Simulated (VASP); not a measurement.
# InPbOF (P4/nmm) in VASP: single point with r2SCAN

Aim: the single point of InPbOF with r2SCAN.

Program: VASP 6.6.1. These are calculated values, not measurements. Logs are shortened: lines on timing, memory, paths and dates and some standing lists are left out, and cuts for length are marked.

## Step 1: The cell of the first run

The structure is tetragonal, space group P4/nmm (No. 129). The conventional cell has a = 3.743 Å, b = 3.743 Å, c = 10.407 Å, α = 90.00°, β = 90.00°, γ = 90.00°. Pb (site symmetry 4mm) has 4 O at 2.19 Å within 2.9 Å. Within 3.8 Å of F (site symmetry 4mm) lie 5 In at 2.62 to 2.72 Å and 4 Pb at 3.61 Å and 4 F at 3.74 Å. In (site symmetry 4mm) has 5 F at 2.62 to 2.72 Å and 1 Pb at 3.07 Å and 4 In at 3.32 Å within 3.5 Å. O (site symmetry -4m2) has 4 Pb at 2.19 Å and 4 O at 2.65 Å within 2.9 Å.

## Step 2: Single point, r2SCAN

Input file POSCAR:

```
InPbOF
1.0
    3.7427450000      0.0000000000      0.0000000000
    0.0000000000      3.7427450000      0.0000000000
    0.0000000000      0.0000000000     10.4074820000
Pb F In O
2 2 2 2
Direct
    0.2500000000      0.2500000000      0.8912000000
    0.7500000000      0.7500000000      0.1088000000
    0.2500000000      0.2500000000      0.3447000000
    0.7500000000      0.7500000000      0.6553000000
    0.2500000000      0.2500000000      0.5960000000
    0.7500000000      0.7500000000      0.4040000000
    0.7500000000      0.2500000000      0.0000000000
    0.2500000000      0.7500000000      0.0000000000
```

Input file INCAR.step1:

```
SYSTEM = InPbOF
ALGO = Normal
EDIFF = 1E-4
ENCUT = 520
GGA = PE
ISMEAR = -1
LASPH = .True.
LCHARG = .False.
LREAL = .False.
LWAVE = .True.
NBANDS = 50
NELM = 60
PREC = Accurate
SIGMA = 0.1
```

Input file INCAR.step2:

```
SYSTEM = InPbOF
ALGO = Normal
EDIFF = 1E-6
ENCUT = 520
ISIF = 2
ISMEAR = -1
ISTART = 1
LASPH = .True.
LCHARG = .False.
LMIXTAU = .True.
LREAL = .False.
LWAVE = .False.
METAGGA = R2SCAN
NBANDS = 50
NELM = 60
PREC = Accurate
SIGMA = 0.1
```

Input file KPOINTS:

```
k-points
0
Gamma
  7 7 3
  0 0 0
```

Potentials or basis: VASP PAW PBE potentials, release 64 (Pb_d, F, In_d, O).

Command:

```bash
$ cat potpaw_PBE.64/Pb_d/POTCAR potpaw_PBE.64/F/POTCAR potpaw_PBE.64/In_d/POTCAR potpaw_PBE.64/O/POTCAR > POTCAR
$ cp INCAR.step1 INCAR
$ mpirun -np 1 vasp_std > vasp.out
$ cp INCAR.step2 INCAR
$ mpirun -np 1 vasp_std > vasp.out
```

OUTCAR:

```text
SYSTEM = InPbOF
   EDIFF = 1E-6
   ENCUT = 520
   ISIF = 2
   ISMEAR = -1
   ISTART = 1
   LASPH = .True.
   LREAL = .False.
   METAGGA = R2SCAN
   NELM = 60
   PREC = Accurate

 ion  position               nearest neighbor table
   1  0.250  0.250  0.891-   7 2.19   8 2.19   8 2.19   7 2.19   5 3.07   2 3.48   2 3.48   2 3.48
                             2 3.48
   2  0.750  0.750  0.109-   7 2.19   8 2.19   7 2.19   8 2.19   6 3.07   1 3.48   1 3.48   1 3.48
                             1 3.48
   3  0.250  0.250  0.345-   5 2.62   6 2.72   6 2.72   6 2.72   6 2.72
   4  0.750  0.750  0.655-   6 2.62   5 2.72   5 2.72   5 2.72   5 2.72
   5  0.250  0.250  0.596-   3 2.62   4 2.72   4 2.72   4 2.72   4 2.72   1 3.07   6 3.32   6 3.32
                             6 3.32   6 3.32
   6  0.750  0.750  0.404-   4 2.62   3 2.72   3 2.72   3 2.72   3 2.72   2 3.07   5 3.32   5 3.32
                             5 3.32   5 3.32
   7  0.750  0.250  0.000-   1 2.19   2 2.19   2 2.19   1 2.19
   8  0.250  0.750  0.000-   1 2.19   2 2.19   1 2.19   2 2.19

  LATTYP: Found a simple tetragonal cell.
 ALAT       =     3.7427450000
 C/A-ratio  =     2.7807082769

  Lattice vectors:

 A1 = (   3.7427450000,   0.0000000000,   0.0000000000)
 A2 = (   0.0000000000,   3.7427450000,   0.0000000000)
 A3 = (   0.0000000000,   0.0000000000,  10.4074820000)

Analysis of symmetry for initial positions (statically):
=====================================================================
 Subroutine PRICEL returns:
 Original cell was already a primitive cell.

 Routine SETGRP: Setting up the symmetry group for a
 simple tetragonal supercell.

 Subroutine GETGRP returns: Found 16 space group operations
 (whereof  4 operations were pure point group operations)
 out of a pool of 16 trial point group operations.

The static configuration has the point symmetry C_2h.
 The point group associated with its full space group is D_4h.

Analysis of symmetry for dynamics (positions and initial velocities):
=====================================================================
 Subroutine PRICEL returns:
 Original cell was already a primitive cell.

 Routine SETGRP: Setting up the symmetry group for a
 simple tetragonal supercell.

 Subroutine GETGRP returns: Found 16 space group operations
 (whereof  4 operations were pure point group operations)
 out of a pool of 16 trial point group operations.

The dynamic configuration has the point symmetry C_2h.
 The point group associated with its full space group is D_4h.

[... 109 lines left out ...]
   IBRION =     -1    ionic relax: 0-MD 1-quasi-New 2-CG
   NFREE  =      0    steps in history (QN), initial steepest desc. (CG)
   ISIF   =      2    stress and relaxation
   ISYM   =      2    0-nonsym 1-usesym 2-fastsym
   POTIM  = 0.5000    time-step for ionic-motion
   TEBEG  =    0.0;   TEEND  =   0.0 temperature during run
   PSTRESS=    0.0 pullay stress
   NELECT =      80.0000    total number of electrons
   NUPDOWN=      -1.0000    fix difference up-down
   EMIN   =  10.00;   EMAX   =-10.00  energy-range for DOS
   EFERMI =   0.00;   METHOD = LEGACY
   ISMEAR =    -1;   SIGMA  =   0.10  broadening in eV -4-tet -1-fermi 0-gaus
   EFERMI_NEDOS =   21; number of points for ismear=-14 and -15
   IALGO  =     38    algorithm
   IMIX   =      4    mixing-type and parameters
     AMIX     =   0.40;   BMIX     =  1.00
     AMIX_MAG =   1.60;   BMIX_MAG =  1.00
  volume/ion in A,a.u.               =      18.22       122.98
  Fermi-wavevector in a.u.,A,eV,Ry     =   1.340282  2.532765 24.440897  1.796355
  Thomas-Fermi vector in A             =   2.468607
   LORBIT       =      0    0 simple, 1 ext, 2 COOP (PROOUT), +10 PAW based schemes
   METAGGA = R2SCAN    functional components
   LHFCALC =     F    Hartree Fock is set to
   AEXX    =    0.0000 exact exchange contribution
   IVDW    =     0    specifies the selected vdW correction
   LEPSILON=     F    determine dielectric tensor
   LRPA    =     F    only Hartree local field effects (RPA)
 non-spin polarized calculation
  energy-cutoff  :      520.00
  volume of cell :      145.79
 maximum number of plane-waves:      3952
 NGX is ok and might be reduce to    28
   NGX = 13   NGY = 13   NGZ = 39

 number of electron      80.0000003 magnetization

 Free energy of the ion-electron system (eV)
  ---------------------------------------------------
  ext. energy  EPLUGINS =         0.00000000
  ---------------------------------------------------
  free energy    TOTEN  =      -185.96629014 eV

  energy without entropy =     -185.96602475  energy(sigma->0) =     -185.96615744

 E-fermi :   6.5087     XC(G=0): -10.6320

 val. band max:        5.7540698280   @ k =   0.2857   0.0000   0.0000
 cond. band min:       7.2241038956   @ k =   0.4286   0.0000   0.0000
 fundamental gap:      1.4700340676
 Fermi energy:         6.5087248664

 k-point     1 :       0.0000    0.0000    0.0000
  band No.  band energies     occupation
      1     -18.1864      2.00000
      2     -18.1659      2.00000
      3     -16.0097      2.00000
      4     -14.9297      2.00000
      5     -11.6512      2.00000
      6     -11.6512      2.00000
[... 1049 lines left out ...]
     49      12.2460      0.00000
     50      12.3838      0.00000

------------------------ aborting loop because EDIFF is reached ----------------------------------------

  FORCE on cell =-STRESS in cart. coord.  units (eV):
  Direction    XX          YY          ZZ          XY          YZ          ZX
  --------------------------------------------------------------------------------------
  -------------------------------------------------------------------------------------
  Total        9.8506950      9.8506950     13.1707841      0.0000000      0.0000000     -0.0000000
  in kB      108.2558342    108.2558342    144.7424996      0.0000000      0.0000000     -0.0000000
  external PRESSURE =     120.4180560 kB  Pullay stress =       0.0000000 kB

 VOLUME and BASIS-vectors are now :
 -----------------------------------------------------------------------------
  energy-cutoff  :      520.00
  volume of cell :      145.79
      direct lattice vectors                 reciprocal lattice vectors
     3.742745000  0.000000000  0.000000000     0.267183578  0.000000000  0.000000000
     0.000000000  3.742745000  0.000000000     0.000000000  0.267183578  0.000000000
     0.000000000  0.000000000 10.407482000     0.000000000  0.000000000  0.096084721

 POSITION                                       TOTAL-FORCE (eV/Angst)
 -----------------------------------------------------------------------------------
      0.93569      0.93569      9.27515        -0.000000     -0.000000     -2.859147
      2.80706      2.80706      1.13233        -0.000000     -0.000000      2.859147
      0.93569      0.93569      3.58746        -0.000000     -0.000000     -0.650207
      2.80706      2.80706      6.82002         0.000000     -0.000000      0.650207
      0.93569      0.93569      6.20286        -0.000000      0.000000     -0.050395
      2.80706      2.80706      4.20462         0.000000      0.000000      0.050395
      2.80706      0.93569      0.00000        -0.000000     -0.000000      0.000000
      0.93569      2.80706      0.00000        -0.000000     -0.000000      0.000000
 -----------------------------------------------------------------------------------
    total drift:                                0.000000      0.000000     -0.000000

  FREE ENERGIE OF THE ION-ELECTRON SYSTEM (eV)
  ---------------------------------------------------
  free  energy   TOTEN  =      -185.9662901364 eV

  energy  without entropy=     -185.9660247518  energy(sigma->0) =     -185.96615744
```

OUTCAR.step1:

```text
SYSTEM = InPbOF
   EDIFF = 1E-4
   ENCUT = 520
   GGA = PE
   ISMEAR = -1
   LASPH = .True.
[... 1304 lines left out ...]
      2.80706      2.80706      4.20462         0.000000      0.000000      0.039231
      2.80706      0.93569      0.00000         0.000000      0.000000      0.000000
      0.93569      2.80706      0.00000         0.000000      0.000000      0.000000
 -----------------------------------------------------------------------------------
    total drift:                                0.000000      0.000000     -0.000000

  FREE ENERGIE OF THE ION-ELECTRON SYSTEM (eV)
  ---------------------------------------------------
  free  energy   TOTEN  =       -34.7523756737 eV

  energy  without entropy=      -34.7517910022  energy(sigma->0) =      -34.75208334
```

OSZICAR.step1:

```text
N       E                     dE             d eps       ncg     rms          rms(c)
DAV:   1     0.111733564910E+04    0.11173E+04   -0.38294E+04  2000   0.209E+03
DAV:   2     0.169031468946E+03   -0.94830E+03   -0.90115E+03  2064   0.569E+02
DAV:   3    -0.263799473835E+02   -0.19541E+03   -0.18621E+03  2400   0.263E+02
DAV:   4    -0.409376425196E+02   -0.14558E+02   -0.14384E+02  2686   0.751E+01
DAV:   5    -0.412637381813E+02   -0.32610E+00   -0.32551E+00  2414   0.117E+01    0.151E+01
DAV:   6    -0.347378662241E+02    0.65259E+01   -0.24556E+01  2830   0.365E+01    0.852E+00
DAV:   7    -0.348110993830E+02   -0.73233E-01   -0.34052E+00  2280   0.880E+00    0.323E+00
DAV:   8    -0.347672945668E+02    0.43805E-01   -0.32204E-01  3160   0.323E+00    0.180E+00
DAV:   9    -0.347534749962E+02    0.13820E-01   -0.66785E-02  2832   0.212E+00    0.593E-01
DAV:  10    -0.347510657207E+02    0.24093E-02   -0.11584E-02  2968   0.914E-01    0.221E-01
DAV:  11    -0.347521864346E+02   -0.11207E-02   -0.75511E-03  2744   0.458E-01    0.137E-01
DAV:  12    -0.347523518399E+02   -0.16541E-03   -0.11325E-03  2392   0.275E-01    0.400E-02
DAV:  13    -0.347523756737E+02   -0.23834E-04   -0.13724E-04  1760   0.718E-02
   1 F= -.34752376E+02 E0= -.34752083E+02  d E =-.584671E-03
```

Wall time 8.5 min (1 thread of AMD EPYC 7R13 (Zen 3), shared host); peak memory 0.31 GiB.

Results:

- Free energy: -185.9663 eV
- Pressure: 12.0 GPa
- Largest force: 2.859 eV/Å
- Band gap on the k mesh: 1.47 eV (least direct gap 1.78 eV)

Forces in eV/Å, atoms in the order of the input:
```
Pb   0.000  0.000 -2.859
Pb   0.000  0.000  2.859
F    0.000  0.000 -0.650
F    0.000  0.000  0.650
In   0.000  0.000 -0.050
In   0.000  0.000  0.050
O    0.000  0.000  0.000
O    0.000  0.000  0.000
```

Stress tensor (GPa, compression positive):
```
10.83  0.00  0.00
 0.00 10.83  0.00
 0.00  0.00 14.47
```

Caveat: the cell stands under pressure; the PAW data sets were made with another functional, which shifts forces and pressure a little; spin-orbit coupling is left out, which moves the levels of the heavy elements. A k mesh can miss the band edges.
